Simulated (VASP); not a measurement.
# Al3H (P6/mmm) in VASP: a series of runs, part 2 of 2

VASP 6.6.1. Earlier steps stand in the parts before.

### Step 4. Relaxation of cell and atoms, PBE

This run uses another cell than the first one, of 16.85 Å³/atom.

INCAR reads:

```
SYSTEM = Al3H
  PREC = Accurate
  ENCUT = 600
  EDIFF = 1E-6
  ISMEAR = 0
  SIGMA = 0.1
  LREAL = .False.
  LASPH = .True.
  NELM = 100
  ALGO = Normal
  ISIF = 3
  LWAVE = .False.
  LCHARG = .False.
  GGA = PE
  IBRION = 2
  NSW = 100
  EDIFFG = -0.01
```

KPOINTS reads:

```
Automatic mesh
0
Gamma
  12 12 16
  0 0 0
```

POSCAR reads:

```
Al3H
1.0
    5.2905467242      0.0000000000      0.0000000000
   -2.6452733621      4.5817478631      0.0000000000
    0.0000000000      0.0000000000      2.7803706467
Al H
3 1
Direct
    0.5000000000      0.0000000000      0.5000000000
    0.0000000000      0.5000000000      0.5000000000
    0.5000000000      0.5000000000      0.5000000000
    0.0000000000      0.0000000000      0.0000000000
```

Potentials or basis: VASP PAW PBE potentials, release 64 (Al, H).

The run is started by

```
$ cat potpaw_PBE.64/Al/POTCAR potpaw_PBE.64/H/POTCAR > POTCAR
$ mpirun -np 1 vasp_std > vasp.out
```

OUTCAR:

```text
SYSTEM = Al3H
   PREC = Accurate
   ENCUT = 600
   EDIFF = 1E-6
   ISMEAR = 0
   LREAL = .False.
   LASPH = .True.
   NELM = 100
   ISIF = 3
   GGA = PE
   IBRION = 2
   NSW = 100
   EDIFFG = -0.01

 ion  position               nearest neighbor table
   1  0.500  0.000  0.500-   2 2.65   3 2.65   3 2.65   2 2.65
   2  0.000  0.500  0.500-   3 2.65   3 2.65   1 2.65   1 2.65
   3  0.500  0.500  0.500-   2 2.65   2 2.65   1 2.65   1 2.65
   4  0.000  0.000  0.000-

  LATTYP: Found a hexagonal cell.
 ALAT       =     5.2905467242
 C/A-ratio  =     0.5255355999

  Lattice vectors:

 A1 = (   5.2905467242,   0.0000000000,   0.0000000000)
 A2 = (  -2.6452733621,   4.5817478631,   0.0000000000)
 A3 = (   0.0000000000,   0.0000000000,   2.7803706467)

[... 261 lines left out ...]
  free energy    TOTEN  =       -11.75194943 eV

  energy without entropy =      -11.74316754  energy(sigma->0) =      -11.74755848

 E-fermi :   4.9660     XC(G=0):  -9.2678

 val. band max:        4.9578909927   @ k =   0.1667   0.0000   0.2500
 cond. band min:       4.9715499645   @ k =   0.2500   0.1667   0.3125
 fundamental gap:      0.0136589718
 Fermi energy:         4.9660037909

 k-point     1 :       0.0000    0.0000    0.0000
  band No.  band energies     occupation
      1      -4.7793      2.00000
      2       0.6927      2.00000
      3       1.5101      2.00000
      4       1.5101      2.00000
      5       2.4860      2.00000
      6       3.0671      2.00000
      7       3.0671      2.00000
      8      12.5587      0.00000
      9      13.7125      0.00000
[... 265 lines left out ...]
 k-point    24 :       0.3333    0.0000    0.0625
  band No.  band energies     occupation
      1      -4.0206      2.00000
      2      -1.7788      2.00000
      3       0.7679      2.00000
      4       0.8284      2.00000
      5       4.4235      2.00000
      6       5.3181      0.00000
      7       6.7073      0.00000
      8       9.2789      0.00000
      9       9.4337      0.00000

 [... further k-points ...]
[... 5 lines left out ...]
  --------------------------------------------------------------------------------------
  -------------------------------------------------------------------------------------
  Total        0.0088658      0.0088658     -0.0185218     -0.0000000     -0.0000000      0.0000000
  in kB        0.2111875      0.2111875     -0.4411947     -0.0000000     -0.0000000      0.0000000
  external PRESSURE =      -0.0062732 kB  Pullay stress =       0.0000000 kB
[... 19 lines left out ...]
  FREE ENERGIE OF THE ION-ELECTRON SYSTEM (eV)
  ---------------------------------------------------
  free  energy   TOTEN  =       -11.7519494264 eV

  energy  without entropy=      -11.7431675411  energy(sigma->0) =      -11.74755848

 reached required accuracy - stopping structural energy minimisation
```

OSZICAR:

```text
N       E                     dE             d eps       ncg     rms          rms(c)
DAV:   1     0.509382234054E+01    0.50938E+01   -0.36279E+03  3078   0.935E+02
[... 19 lines left out ...]
       N       E                     dE             d eps       ncg     rms          rms(c)
DAV:   1    -0.117609930952E+02   -0.19641E-01   -0.45277E-01  3480   0.376E+00    0.433E-01
DAV:   2    -0.117544326419E+02    0.65605E-02   -0.22624E-02  3457   0.918E-01    0.242E-01
DAV:   3    -0.117521561093E+02    0.22765E-02   -0.33540E-03  3641   0.311E-01    0.769E-02
DAV:   4    -0.117519417699E+02    0.21434E-03   -0.74716E-04  3547   0.146E-01    0.115E-02
DAV:   5    -0.117519495491E+02   -0.77791E-05   -0.28219E-05  3428   0.397E-02    0.391E-03
DAV:   6    -0.117519494264E+02    0.12268E-06   -0.21580E-06  1958   0.816E-03
   3 F= -.11751949E+02 E0= -.11747558E+02  d E =-.431414E-01
```

Wall time 96 s (1 thread of Intel Xeon 6975P-C (Granite Rapids), shared host); peak memory 0.28 GiB.

Results:

- Free energy: -11.7519 eV
- Relaxed volume: 16.82 Å³/atom
- Relaxed cell: a = 5.381 Å, b = 5.381 Å, c = 2.682 Å, α = 90.00°, β = 90.00°, γ = 120.00°
- Space group after relaxing (to 0.1 Å): P6/mmm (No. 191)
- Energy gained by relaxing: 10.8 meV/atom
- Ionic steps: 3
- Pressure after relaxing: 0.0 GPa
- Band gap on the k mesh: zero (bands 5 and 6 overlap by 3.32 eV)

Step by step:
| step | energy change (eV) | largest force (eV/Å) | pressure (GPa) | volume (Å³) |
| --- | --- | --- | --- | --- |
| 1 | 0.0000 | 0.0000 | -0.04 | 67.40 |
| 2 | -0.0325 | 0.0000 | -0.10 | 67.34 |
| 3 | -0.0431 | 0.0000 | 0.00 | 67.26 |

Final structure:
```
CELL_PARAMETERS angstrom
5.38142 0.00000 0.00000
-2.69071 4.66044 0.00000
0.00000 0.00000 2.68188
ATOMIC_POSITIONS crystal
Al 0.50000 0.00000 0.50000
Al 0.00000 0.50000 0.50000
Al 0.50000 0.50000 0.50000
H 0.00000 0.00000 0.00000
```

### Step 5. Overview

| task | cell | k mesh | cutoff (eV) | gap on the mesh (eV) | pressure (GPa) | relaxed volume (Å³/atom) |
| --- | --- | --- | --- | --- | --- | --- |
| relaxation of cell and atoms | relaxed from a = 4.552, b = 4.552, c = 3.663 Å, angles 90.0, 90.0, 120.0°, 4 atoms | 6 × 6 × 6 | 600 | none | 0.1 | 16.86 |
| single point | a = 5.383, b = 5.383, c = 2.681 Å, angles 90.0, 90.0, 120.0°, 4 atoms | 12 × 12 × 16 | 520 | none | 0.0 | - |
| relaxation of cell and atoms | relaxed from a = 5.291, b = 5.291, c = 2.780 Å, angles 90.0, 90.0, 120.0°, 4 atoms | 12 × 12 × 16 | 600 | none | 0.0 | 16.82 |

Alike in all rows: level PBE; potentials or basis VASP PAW PBE potentials, release 64 (Al, H); no spin polarisation; smearing gaussian 0.1 eV.

Caveats: a cell axis changed by over 15 % at a fixed basis, so the end point is rough (at least some runs).

Absolute energies hang on the potentials; compare differences alone.

The gap in the log of VASP goes by the Fermi energy; the results here count the filled bands.